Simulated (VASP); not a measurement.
Write the native input for VASP 6.6.1 that does the following.

* Task: single point
* Functional: PBE
* Dispersion: D3(BJ)
* Potentials or basis: VASP PAW PBE potentials, release 64 (S, C, O, H)
* Cutoff: 520 eV
* k mesh: 1 × 1 × 1
* Occupations: fermi-dirac, width 0.05 eV
* Spin: no spin polarisation
* Dipole correction: no
* Further INCAR settings: LREAL = Auto; ALGO = Normal; EDIFF = 1e-06; NBANDS = 66

The structure of H2CS2O lies in POSCAR:

```
H2CS2O
1.0
    8.7763830000      0.0000000000      0.0000000000
    0.0000000000      8.7763830000      0.0000000000
    0.0000000000      0.0000000000      8.7763830000
S C O H
8 4 4 8
Direct
    0.3481958342      0.8526975179      1.0949841182
    0.4582981394      0.5923738743      0.8790523385
    0.7566670689      0.2103030371      0.5208751715
    0.7856995302      0.0672372662      0.2009028093
    0.3981936522      0.3606383176      0.3068576200
    0.3706652273      0.1951487304     -0.0120436859
   -0.0187093020      0.6428730378      0.7329329178
    0.1569667140      0.3507823211      0.6212126340
    0.4086991190      0.7229971618      0.9885279619
    0.7614982163      0.1288913668      0.3668595593
    0.3946158685      0.2917488902      0.1348847242
    0.0682741398      0.5007757752      0.6670857459
    0.6438985172      0.6495956250      0.3321413844
    0.2103030371      0.0166925258      0.3838939116
    0.6534126872      0.9166190673      0.7320099863
    0.3745164722      0.0566862226      0.6537659079
    0.5919636825      0.6199022992      0.2345385337
    0.7157390465      0.5753623104      0.3526509725
    0.2054263129      0.0092976799      0.2717064650
    0.1156284998     -0.0149378166      0.4219050149
    0.7432902598      0.9790365803      0.7001517596
    0.6831174073      0.8067104638      0.7332177732
    0.4539569433     -0.0018800456      0.6980438297
    0.3606725003      0.0137870009      0.5504887378
```

These files were run (other wordings do the same):

INCAR

```
  ALGO = Normal
  EDIFF = 1E-6
  ENCUT = 520
  GGA = PE
  ISIF = 2
  ISMEAR = -1
  IVDW = 12
  LASPH = True
  LCHARG = False
  LREAL = Auto
  LWAVE = False
  NBANDS = 66
  NELM = 60
  PREC = Accurate
  SIGMA = 0.05
```

KPOINTS

```
k-points
0
Gamma
  1 1 1
```

Potentials or basis: VASP PAW PBE potentials, release 64 (S, C, O, H).

Launch:

```bash
$ cat potpaw_PBE.64/S/POTCAR potpaw_PBE.64/C/POTCAR potpaw_PBE.64/O/POTCAR potpaw_PBE.64/H/POTCAR > POTCAR
$ mpirun -np 1 vasp_gam > vasp.out
```

It gave:

* Pressure: -0.6 GPa
* Largest force: 3.512 eV/Å
* Band gap on the k mesh: 3.12 eV
* Dispersion energy per atom: -0.059 eV

Caveat: the k points lie up to 0.72 Å⁻¹ apart.

Run time: 3.3 min on 1 thread of Intel Xeon 8259CL, with other jobs on the host, peak memory 0.68 GiB.
